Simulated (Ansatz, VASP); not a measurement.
**One calculation of SnSe, two programs**

The input POSCAR:

```
SnSe
1.0
    0.0000000000      2.9887688204      2.9887688204
    2.9887688204      0.0000000000      2.9887688204
    2.9887688204      2.9887688204      0.0000000000
Sn Se
1 1
Direct
    0.0000000000      0.0000000000      0.0000000000
    0.5000000000      0.5000000000      0.5000000000
```

INCAR.step1

```
SYSTEM = SnSe
ALGO     = Normal         ! electronic algorithm
EDIFF    = 1E-4           ! SCF threshold, eV
ENCUT    = 520            ! plane-wave cutoff, eV
GGA      = PE             ! functional
ISMEAR   = 0              ! smearing method
LASPH    = .TRUE.         ! aspherical terms in the spheres
LCHARG   = .FALSE.        ! write CHGCAR
LREAL    = .FALSE.        ! projectors in reciprocal space
LWAVE    = .TRUE.         ! write WAVECAR
NBANDS   = 17             ! bands
NELM     = 60             ! most SCF steps
PREC     = Accurate       ! precision mode
SIGMA    = 0.02           ! smearing width, eV
```

The input INCAR.step2:

```
SYSTEM = SnSe
ALGO     = Normal         ! electronic algorithm
EDIFF    = 1E-6           ! SCF threshold, eV
ENCUT    = 520            ! plane-wave cutoff, eV
ISIF     = 2              ! what is computed and relaxed
ISMEAR   = 0              ! smearing method
ISTART   = 1            
LASPH    = .TRUE.         ! aspherical terms in the spheres
LCHARG   = .FALSE.        ! write CHGCAR
LMIXTAU  = .TRUE.       
LREAL    = .FALSE.        ! projectors in reciprocal space
LWAVE    = .FALSE.        ! write WAVECAR
METAGGA  = R2SCAN         ! meta-GGA
NBANDS   = 17             ! bands
NELM     = 60             ! most SCF steps
PREC     = Accurate       ! precision mode
SIGMA    = 0.02           ! smearing width, eV
```

Contents of KPOINTS:

```
k-points
0
G
  10 10 10
  0 0 0
```

Input for Ansatz:

```yaml
crystal:
  lattice:
    - [0.0, 2.9887688204, 2.9887688204]
    - [2.9887688204, 0.0, 2.9887688204]
    - [2.9887688204, 2.9887688204, 0.0]
  atoms:
    - { symbol: Sn, position: [0.0, 0.0, 0.0] }
    - { symbol: Se, position: [0.5, 0.5, 0.5] }
basis:
  ecutwfc: 500
kpoints:
  mp_grid: { grid: [10, 10, 10] }
  band_path:
    path:
      - [[0.0, 0.0, 0.0], [0.5, 0.0, 0.5], [0.625, 0.25, 0.625]]
      - [[0.375, 0.375, 0.75], [0.0, 0.0, 0.0], [0.5, 0.5, 0.5], [0.5, 0.25, 0.75], [0.5, 0.0, 0.5]]
    npoints: 14
hamiltonian:
  xc: r2scan
scf:
  occupations: { method: gaussian, width: 0.02 }
  n_extra_bands: 6
output:
  forces: true
  stress: true
  eigenvalues: true
  populations: true
  dos: { projected: true, de: 0.02, nscf_kmesh: { grid: [15, 15, 15] } }
  bader: true
  write_density: true
  write_potential: true
  elf: true
  volumetric_format: npy
```

Alike in both runs: task single point; functional r2SCAN; k mesh 10 × 10 × 10; occupations gaussian, width 0.02 eV; no spin polarisation.

|  | VASP | Ansatz |
| --- | --- | --- |
| version | VASP 6.6.1 | Ansatz 0.2.0 |
| potentials or method | VASP PAW PBE potentials, release 64 (Sn_d, Se), cutoff 520 eV | scalar-relativistic, plane waves, PAW |
| valence electrons in the cell | 20 | 30 |

```csv
,VASP,Ansatz,Ansatz less VASP
gap on the k mesh at the Fermi level (eV),0.49,0.49,0.000
least direct gap on the mesh (eV),0.55,0.55,0.000
pressure (GPa),1.2,1.1,-0.01
```

VASP's potentials were made for PBE, not for r2SCAN. With one functional, cell and mesh, what is left measures potentials, basis and numerics. VASP's potentials hold 20 valence electrons a cell and Ansatz's 30, so a difference there can come from the potentials and not from the codes.
